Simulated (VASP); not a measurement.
## N: relaxation of cell and atoms with PBEsol

Crystal: N.

```
N
1.0
     5.81510    0.00000    0.00000
     0.00000    5.81510    0.00000
     0.00000    0.00000    5.81510
N
8
Direct
  0.04586 0.45414 0.54586
  0.45414 0.54586 0.04586
  0.54586 0.04586 0.45414
  0.95414 0.95414 0.95414
  0.93610 0.56390 0.43610
  0.56390 0.43610 0.93610
  0.43610 0.93610 0.56390
  0.06390 0.06390 0.06390
```

* Program: VASP 6.6.1
* Task: relaxation of cell and atoms
* Functional: PBEsol
* Potentials or basis: VASP PAW PBE potentials, release 64 (N)
* Cutoff: 600 eV
* k mesh: 5 × 5 × 5
* Occupations: fermi-dirac, width 0.05 eV
* Spin: no spin polarisation
* Dipole correction: no
* Further INCAR settings: ALGO = Normal; EDIFF = 1e-06; IBRION = 2; EDIFFG = -0.01; NSW = 60; ISIF = 3

```
Relaxed volume                        : 24.55 Å³/atom
Relaxed cell                          : a = 5.812 Å, b = 5.812 Å, c = 5.812 Å, α = 90.00°, β = 90.00°, γ = 90.00°
Space group after relaxing (to 0.1 Å) : P2_13 (No. 198)
Energy gained by relaxing             : 1.1 meV/atom
Ionic steps                           : 8
Pressure after relaxing               : 0.0 GPa
Largest force after relaxing          : 0.010 eV/Å
Band gap on the k mesh                : 7.34 eV (least direct gap 7.35 eV)
```

Forces on the atoms (eV/Å):
```
N    0.006 -0.006  0.006
N   -0.006  0.006  0.006
N    0.006  0.006 -0.006
N   -0.006 -0.006 -0.006
N    0.001 -0.001  0.001
N   -0.001  0.001  0.001
N    0.001  0.001 -0.001
N   -0.001 -0.001 -0.001
```

Step by step:
| step | energy change (eV) | largest force (eV/Å) | pressure (GPa) | volume (Å³) |
| --- | --- | --- | --- | --- |
| 1 | 0.0000 | 0.8265 | 0.96 | 196.64 |
| 2 | 1.6708 | 9.1729 | -11.61 | 200.86 |
| 3 | -0.0084 | 0.0942 | -0.12 | 196.90 |
| 4 | -0.0086 | 0.0147 | -0.02 | 196.87 |
| 5 | -0.0086 | 0.0126 | -0.01 | 196.87 |
| 6 | -0.0086 | 0.0127 | -0.01 | 196.82 |
| 7 | -0.0086 | 0.0115 | -0.01 | 196.66 |
| 8 | -0.0087 | 0.0097 | -0.01 | 196.36 |

Final structure:
```
CELL_PARAMETERS angstrom
5.81235 0.00000 0.00000
0.00000 5.81235 0.00000
0.00000 0.00000 5.81235
ATOMIC_POSITIONS crystal
N 0.04638 0.45362 0.54638
N 0.45362 0.54638 0.04638
N 0.54638 0.04638 0.45362
N 0.95362 0.95362 0.95362
N 0.93605 0.56395 0.43605
N 0.56395 0.43605 0.93605
N 0.43605 0.93605 0.56395
N 0.06395 0.06395 0.06395
```

Levels at points of the mesh, in eV from the valence-band top:
```
           k point  band 17  band 18  band 19  band 20  band 21  band 22  band 23  band 24
(0.00, 0.00, 0.00)    -0.75    -0.02    -0.02    -0.02     7.34     7.34     7.34     8.05
```

Run time: 2.3 min on 1 thread of AMD EPYC 9R45 96-Core Processor (Zen 5), on a shared host, peak memory 0.3 GiB.

Caveat: the standard files for N, O and F lose accuracy on very short bonds; this functional lacks dispersion, which holds the molecules together, so the pressure and a relaxed volume are unreliable; the PAW data sets were made with another functional, which shifts forces and pressure a little; an odd mesh through Γ misses points on the zone boundary, where band edges can lie.
